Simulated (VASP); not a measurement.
SrMg3, 4 atoms in the cell. The structure is cubic, space group Pm-3m (No. 221). The conventional cell has a = 4.943 Å, b = 4.943 Å, c = 4.943 Å, α = 90.00°, β = 90.00°, γ = 90.00°. Sr (site symmetry m-3m) has 12 Mg at 3.49 Å within 4.6 Å. Mg (site symmetry 4/mmm) has 4 Sr at 3.49 Å and 8 Mg at 3.49 Å within 4.6 Å. 

- Program: VASP 6.6.1
- Task: relaxation of cell and atoms
- Functional: r2SCAN
- Potentials or basis: VASP PAW PBE potentials, release 64 (Sr_sv, Mg)
- Cutoff: 600 eV
- k mesh: 4 × 4 × 4
- Occupations: gaussian, width 0.1 eV
- Spin: no spin polarisation
- Dipole correction: no
- Further INCAR settings: ALGO = Normal; EDIFF = 1e-06; IBRION = 2; EDIFFG = -0.02; NSW = 60; ISIF = 3

Potentials or basis: VASP PAW PBE potentials, release 64 (Sr_sv, Mg).

Run with:

```bash
$ cat potpaw_PBE.64/Sr_sv/POTCAR potpaw_PBE.64/Mg/POTCAR > POTCAR
$ cp INCAR.step1 INCAR
$ mpirun -np 1 vasp_std > vasp.out
$ cp INCAR.step2 INCAR
$ mpirun -np 1 vasp_std > vasp.out
```

Hardware: 1 thread of AMD EPYC 7R43 64-Core Processor (Zen 3), with other jobs on the host.

Q: Estimate the wall time of this run.

A: Run time: 110 s on 1 thread of AMD EPYC 7R43 64-Core Processor (Zen 3), with other jobs on the host, peak memory 0.22 GiB. Counts: k points 10, ion steps 1.
